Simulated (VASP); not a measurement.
Set up this calculation in VASP 6.6.1, as the native input.

```yaml
Task: single point
Functional: LDA
Potentials_or_basis: VASP PAW PBE potentials, release 64 (Gd)
Cutoff: 520 eV
k_mesh: 6 × 6 × 6
Occupations: methfessel-paxton, width 0.2 eV
Spin: collinear spin, ferromagnetic start
Starting_moments: "[7.0] μB"
Dipole_correction: no
Further_INCAR_settings: ALGO = Normal; EDIFF = 1e-06; NBANDS = 19
```

The structure of Gd lies in POSCAR:

```
Gd
1.0
    0.0000000000      2.5858190000      2.5858190000
    2.5858190000      0.0000000000      2.5858190000
    2.5858190000      2.5858190000      0.0000000000
Gd
1
Direct
    0.0000000000      0.0000000000      0.0000000000
```

This isn't the form of Gd at room conditions, which is hcp.

These files were run (other wordings do the same):

INCAR

```
SYSTEM = Gd
PREC     = Accurate       ! precision mode
ENCUT    = 520            ! plane-wave cutoff, eV
EDIFF    = 1E-6           ! SCF threshold, eV
ISMEAR   = 1              ! smearing method
SIGMA    = 0.2            ! smearing width, eV
LREAL    = .FALSE.        ! projectors in reciprocal space
LASPH    = .TRUE.         ! aspherical terms in the spheres
NELM     = 150            ! most SCF steps
ALGO     = Normal         ! electronic algorithm
ISIF     = 2              ! what is computed and relaxed
LWAVE    = .FALSE.        ! write WAVECAR
LCHARG   = .FALSE.        ! write CHGCAR
ISPIN    = 2              ! spin polarisation
MAGMOM   = 7              ! initial moments
LORBIT   = 11             ! projections on sites
LMAXMIX  = 6              ! l up to which the mixer works
GGA      = CA             ! functional
NBANDS   = 19             ! bands
```

KPOINTS

```
regular mesh
0
G
  6 6 6
  0 0 0
```

Potentials or basis: VASP PAW PBE potentials, release 64 (Gd).

Command:

```bash
$ cat potpaw_PBE.64/Gd/POTCAR > POTCAR
$ mpirun -np 1 vasp_std > vasp.out
```

It gave:

```json
{"Pressure": "-5.8 GPa", "Net moment": "7.14 μB per cell", "Site moments": "Gd +6.81 μB", "Valence electrons inside the program's atomic spheres": "Gd 15.19"}
```

Caveat: the cell stands under tension; the PAW data sets were made with another functional, which shifts forces and pressure a little.

Run time: 92 s on 1 thread of Intel Xeon 8259CL (shared host), peak memory 0.17 GiB.
